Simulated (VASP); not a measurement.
Input of a VASP 6.6.1 run:

The input INCAR:

```
PREC = Accurate ; ENCUT = 520
EDIFF = 1E-7 ; ISMEAR = -1
SIGMA = 0.1 ; LREAL = F
LASPH = T ; NELM = 80
ALGO = Normal ; ISIF = 2
LWAVE = F ; LCHARG = F
GGA = RP ; NBANDS = 18
```

File KPOINTS:

```
Automatic mesh
0
Gamma
  12 12 12
```

The input POSCAR:

```
Lu
1.0
    0.0000000000      2.4489716547      2.4489716547
    2.4489716547      0.0000000000      2.4489716547
    2.4489716547      2.4489716547      0.0000000000
Lu
1
Direct
    0.0000000000      0.0000000000      0.0000000000
```

Potentials or basis: VASP PAW PBE potentials, release 64 (Lu).

The run is started by

```sh
$ cat potpaw_PBE.64/Lu/POTCAR > POTCAR
$ mpirun -np 1 vasp_std > vasp.out
```

Problem. Predict the pressure.

Solution. 1.8 GPa.

Problem. Estimate the band gap on the k mesh.

Solution. Zero (an odd number of electrons rules out a gap without spin polarisation).

Caveat: the PAW data sets were made with another functional, which shifts forces and pressure a little; spin-orbit coupling is left out, which moves the levels of the heavy elements.
